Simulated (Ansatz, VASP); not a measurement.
## Cu5Mo: VASP beside Ansatz

Contents of INCAR:

```
ALGO     = Fast           # electronic algorithm
EDIFF    = 1E-7           # SCF threshold, eV
ENCUT    = 520            # plane-wave cutoff, eV
GGA      = PE             # functional
ISIF     = 2              # what is computed and relaxed
ISMEAR   = 0              # smearing method
LASPH    = True           # aspherical terms in the spheres
LCHARG   = True           # write CHGCAR
LELF     = True           # ELF
LREAL    = False          # projectors in reciprocal space
LVHAR    = True         
LWAVE    = False          # write WAVECAR
NBANDS   = 81             # bands
NELM     = 100            # most SCF steps
PREC     = Accurate       # precision mode
SIGMA    = 0.2            # smearing width, eV
```

Contents of KPOINTS:

```
k-points
0
Gamma
  8 8 1
```

Contents of POSCAR:

```
Cu5Mo
1.0
    2.6070301736      0.0000000000      0.0000000000
    0.0000000000      2.6070301736      0.0000000000
    0.0000000000      0.0000000000     22.3171078784
Cu Mo
10 2
Direct
    0.5000000000      1.0000000000      0.6982829660
    0.0000000000      0.5000000000      0.6190452777
    0.5000000000      1.0000000000      0.5396728259
    0.5000000000      1.0000000000      0.8575581253
    0.0000000000      0.5000000000      0.7775516178
    0.0000000000      0.5000000000      0.1424418747
    0.5000000000      0.0000000000      0.2224483822
    0.0000000000      0.5000000000      0.3017170340
    0.5000000000      0.0000000000      0.3809547223
    0.0000000000      0.5000000000      0.4603271741
    1.0000000000      0.5000000000      0.9478220479
    0.5000000000      1.0000000000      0.0521779521
```

Input for Ansatz:

```yaml
crystal:
  lattice:
    - [2.6070301736, 0.0, 0.0]
    - [0.0, 2.6070301736, 0.0]
    - [0.0, 0.0, 22.3171078784]
  atoms:
    - { symbol: Cu, position: [0.5, 1.0, 0.698282966] }
    - { symbol: Cu, position: [0.0, 0.5, 0.6190452777] }
    - { symbol: Cu, position: [0.5, 1.0, 0.5396728259] }
    - { symbol: Cu, position: [0.5, 1.0, 0.8575581253] }
    - { symbol: Cu, position: [0.0, 0.5, 0.7775516178] }
    - { symbol: Cu, position: [0.0, 0.5, 0.1424418747] }
    - { symbol: Cu, position: [0.5, 0.0, 0.2224483822] }
    - { symbol: Cu, position: [0.0, 0.5, 0.301717034] }
    - { symbol: Cu, position: [0.5, 0.0, 0.3809547223] }
    - { symbol: Cu, position: [0.0, 0.5, 0.4603271741] }
    - { symbol: Mo, position: [1.0, 0.5, 0.9478220479] }
    - { symbol: Mo, position: [0.5, 1.0, 0.0521779521] }
basis:
  ecutwfc: 420
kpoints:
  mp_grid: { grid: [8, 8, 1] }
hamiltonian:
  xc: pbe
scf:
  occupations: { method: gaussian, width: 0.2 }
  lower_state_search: "off"
output:
  forces: true
  stress: true
  eigenvalues: true
```

Alike in both runs: task single point; functional PBE; k mesh 8 × 8 × 1; occupations gaussian, width 0.2 eV; no spin polarisation.

|  | VASP | Ansatz |
| --- | --- | --- |
| version | VASP 6.6.1 | Ansatz 0.2.0 |
| potentials or method | VASP PAW PBE potentials, release 64 (Cu, Mo_sv), cutoff 520 eV | scalar-relativistic, plane waves, PAW |
| valence electrons in the cell | 138 | 218 |

|  | VASP | Ansatz | Ansatz less VASP |
| --- | --- | --- | --- |
| gap on the k mesh at the Fermi level (eV) | none | none | - |
| pressure (GPa) | 0.9 | 0.3 | -0.53 |
| traceless stress, the component that is largest in VASP (GPa) | -1.03 | -1.00 | +0.021 |
| rms of the force components (eV/Å) | 0.037 | 0.040 | +0.0027 |

Atom by atom the forces differ by 0.004 eV/Å (rms over components). A gap of «none» marks a metal or a gap that the smearing closes. The functional is the same, so the differences come from potentials, cutoffs and numerics. VASP's potentials hold 138 valence electrons a cell and Ansatz's 218, so a difference there can come from the potentials and not from the codes.
